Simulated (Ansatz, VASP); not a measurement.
One calculation of HgTe, two programs

INCAR

```
SYSTEM = HgTe
ALGO = Normal
EDIFF = 1E-7
ENCUT = 520
GGA = PE
GGA_COMPAT = .False.
ISIF = 2
ISMEAR = -1
LASPH = .True.
LCHARG = .True.
LORBIT = 11
LORBMOM = .True.
LREAL = .False.
LSORBIT = .True.
LVHAR = .True.
LWAVE = .False.
MAGMOM = 0 0 0 0 0 0
NBANDS = 30
NELM = 150
PREC = Accurate
SIGMA = 0.05
```

KPOINTS

```
k-points
0
Gamma
  7 7 7
  0 0 0
```

The input POSCAR:

```
HgTe
1.0
   -3.0456030000      3.0456030000      1.5594100000
    3.0456030000     -3.0456030000      1.5594100000
    3.0456030000      3.0456030000     -1.5594100000
Hg Te
1 1
Direct
    0.7500000000      0.2500000000      0.5000000000
    0.0000000000      0.0000000000      0.0000000000
```

File input.yaml:

```yaml
crystal:
  lattice:
    - [-3.045603, 3.045603, 1.55941]
    - [3.045603, -3.045603, 1.55941]
    - [3.045603, 3.045603, -1.55941]
  atoms:
    - { symbol: Hg, position: [0.75, 0.25, 0.5] }
    - { symbol: Te, position: [0.0, 0.0, 0.0] }
kpoints:
  mp_grid: { grid: [7, 7, 7] }
  band_path:
    path:
      - [0.0, 0.0, 0.0]
      - [0.0, 0.0, 0.5]
      - [-0.5, 0.5, 0.5]
      - [0.0, 0.0, 0.0]
      - [0.3155411497, 0.3155411497, -0.3155411497]
      - [0.25, 0.25, 0.25]
      - [0.0, 0.5, 0.0]
      - [-0.3155411497, 0.6844588503, 0.3155411497]
    npoints: 8
scf:
  occupations: { method: fermi_dirac, width: 0.05 }
hamiltonian:
  xc: pbe
  pseudopotentials: { kind: all_electron, lapw: { basis_error: 0.001 } }
magnetization:
  noncollinear: true
  spin_orbit: true
output:
  forces: true
  stress: true
  eigenvalues: true
```

Alike in both runs: functional PBE; k mesh 7 × 7 × 7; occupations fermi-dirac, width 0.05 eV; non-collinear spin, spin-orbit coupling.

|  | VASP | Ansatz |
| --- | --- | --- |
| version | VASP 6.6.1 | Ansatz 0.2.0 |
| potentials or method | VASP PAW PBE potentials, release 64 (Hg, Te), cutoff 520 eV | all-electron LAPW, relativistic spinors |
| task | single point | band structure |

VASP gave:

| Item | Value |
| --- | --- |
| pressure (GPa) | -0.3 |
| traceless stress, the component that is largest in VASP (GPa) | -2.11 |

Q: What did Ansatz give for the same quantities?

A: Pressure (GPa): -0.5; traceless stress, the component that is largest in VASP (GPa): -2.08.

Ansatz ran all-electron here, and VASP with PAW potentials.

Noted on Ansatz's run: the k mesh is thin for a metal, which can move the energy by tens of meV per atom.
